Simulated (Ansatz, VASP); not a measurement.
# Two plane-wave programs on BN

```
B N
1.0
     2.51217    0.00000    0.00000
    -1.25608    2.17560    0.00000
     0.00000    0.00000    8.37035
B N
2 2
Direct
  0.33333 0.66667 0.25000
  0.66667 0.33333 0.75000
  0.33333 0.66667 0.75000
  0.66667 0.33333 0.25000
```

Alike in both runs: functional PBE; k mesh 12 × 12 × 4; no spin polarisation.

Ansatz relaxed the structure, and its values are those at the end. VASP's run is a single point on that final structure, the one shown.

|  | VASP | Ansatz |
| --- | --- | --- |
| version | VASP 6.6.1 | Ansatz 0.2.0 |
| potentials or method | VASP PAW PBE potentials, release 64 (B, N) | plane waves, PAW |
| plane-wave cutoff (eV) | 520 | 420 |
| occupations | gaussian, width 0.01 eV | fixed |
| valence electrons in the cell | 16 | 16 |

```tsv
	VASP	Ansatz	Ansatz less VASP
pressure (GPa)	0.1	0.0	-0.05
```
